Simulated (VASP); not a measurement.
A run of VASP 6.6.1 is set up as follows.

INCAR

```
PREC = Accurate ; ENCUT = 520
EDIFF = 1E-7 ; ISMEAR = 0
SIGMA = 0.15 ; LREAL = F
LASPH = T ; NELM = 60
ALGO = Fast ; ISIF = 2
LWAVE = F ; LCHARG = F
GGA = PS ; NBANDS = 21
```

The input KPOINTS:

```
Automatic mesh
0
Gamma
  16 16 12
```

The input POSCAR:

```
W
1.0
    0.0000000000     -2.0300000000     -2.0300000000
    0.0000000000      2.0300000000     -2.0300000000
    4.0600000000      0.0000000000      0.0000000000
W
2
Direct
    0.5000000000      0.5000000000      0.4507389163
    0.0000000000      0.0000000000      0.0492610837
```

Potentials or basis: VASP PAW PBE potentials, release 64 (W_sv).

Launch:

```console
$ cat potpaw_PBE.64/W_sv/POTCAR > POTCAR
$ mpirun -np 1 vasp_std > vasp.out
```

Question: Estimate the largest force.

Answer: 3.581 eV/Å.

Question: Estimate the band gap on the k mesh.

Answer: Zero (band 14 reaches 13.15 eV, above the bottom of band 15 at 9.37 eV).

Stress tensor (GPa, compression positive):
```
-14.53   0.00   0.00
  0.00  15.46   0.00
  0.00   0.00  15.46
```

Caveat: the cell differs from its parent crystal (mode 6 (197.5 1/cm) frozen in, largest displacement -0.200 Å); the PAW data sets were made with another functional, which shifts forces and pressure a little; spin-orbit coupling is left out, which moves the levels of the heavy elements.
